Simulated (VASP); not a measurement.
Here is a VASP 6.6.1 calculation.

File INCAR:

```
SYSTEM = SnSe2
  PREC = Accurate
  ENCUT = 520
  EDIFF = 1E-7
  ISMEAR = 0
  SIGMA = 0.03
  LREAL = .False.
  LASPH = .True.
  NELM = 100
  ALGO = Normal
  ISIF = 2
  LWAVE = .False.
  LCHARG = .True.
  GGA = PE
  IVDW = 12
  LELF = .True.
  LVHAR = .True.
  NBANDS = 20
```

The input KPOINTS:

```
regular mesh
0
Gamma
  12 12 6
  0 0 0
```

Contents of POSCAR:

```
SnSe2
1.0
    3.7430723807      0.0000000000      0.0000000000
   -1.8715361904      3.2415957699      0.0000000000
    0.0000000000      0.0000000000      5.8613403327
Sn Se
1 2
Direct
    0.0000000000      0.0000000000      0.0000000000
    0.3333333333      0.6666666667      0.2651529960
    0.6666666667      0.3333333333      0.7348470040
```

Potentials or basis: VASP PAW PBE potentials, release 64 (Sn_d, Se).

Command:

```console
$ cat potpaw_PBE.64/Sn_d/POTCAR potpaw_PBE.64/Se/POTCAR > POTCAR
$ mpirun -np 1 vasp_std > vasp.out
```

Problem. Predict the dispersion energy per atom.

Solution. -0.394 eV.

Problem. Estimate the pressure.

Solution. 6.2 GPa.

Stress tensor (GPa, compression positive):
```
6.17 0.00 0.00
0.00 6.17 0.00
0.00 0.00 6.25
```

Caveat: the cell differs from its parent crystal (strain -0.025 along x and y, -0.025 along z); the cell stands under pressure.
